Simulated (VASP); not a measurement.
Here is a VASP 6.6.1 calculation.

INCAR

```
  PREC = Accurate
  ENCUT = 600
  EDIFF = 1E-6
  ISMEAR = 0
  SIGMA = 0.1
  LREAL = F
  LASPH = T
  NELM = 100
  ALGO = Normal
  ISIF = 3
  LWAVE = F
  LCHARG = F
  GGA = PE
  IBRION = 2
  NSW = 90
  EDIFFG = -0.04
```

Contents of KPOINTS:

```
regular mesh
0
Gamma
  4 4 4
```

Contents of POSCAR:

```
Zr3CdC
1.0
    4.3362098700      0.0000000000      0.0000000000
    0.0000000000      4.3362098700      0.0000000000
    0.0000000000      0.0000000000      4.3362098700
Zr Cd C
3 1 1
Direct
    0.0000000000      0.5000000000      0.5000000000
    0.5000000000      0.0000000000      0.5000000000
    0.5000000000      0.5000000000      0.0000000000
    0.0000000000      0.0000000000      0.0000000000
    0.5000000000      0.5000000000      0.5000000000
```

Potentials or basis: VASP PAW PBE potentials, release 64 (Zr_sv, Cd, C).

The run is started by

```console
$ cat potpaw_PBE.64/Zr_sv/POTCAR potpaw_PBE.64/Cd/POTCAR potpaw_PBE.64/C/POTCAR > POTCAR
$ mpirun -np 1 vasp_std > vasp.out
```

Problem. Estimate the space group after relaxing (to 0.1 Å).

Solution. Pm-3m (No. 221).

Problem. Predict the band gap on the k mesh.

Solution. Zero (bands 26 and 27 overlap by 1.76 eV).

Step by step:
| step | energy change (eV) | largest force (eV/Å) | pressure (GPa) | volume (Å³) |
| --- | --- | --- | --- | --- |
| 1 | 0.0000 | 0.0000 | 28.54 | 81.53 |
| 2 | 0.6980 | 0.0000 | -18.68 | 120.84 |
| 3 | -1.0950 | 0.0000 | -1.12 | 96.49 |
| 4 | -1.0979 | 0.0000 | -0.20 | 95.79 |

Caveat: the k points lie up to 0.34 Å⁻¹ apart in the final cell, too coarse for converged energies and pressures of a metal; the volume moved by over 15 % at a fixed basis, so the end points are rough.
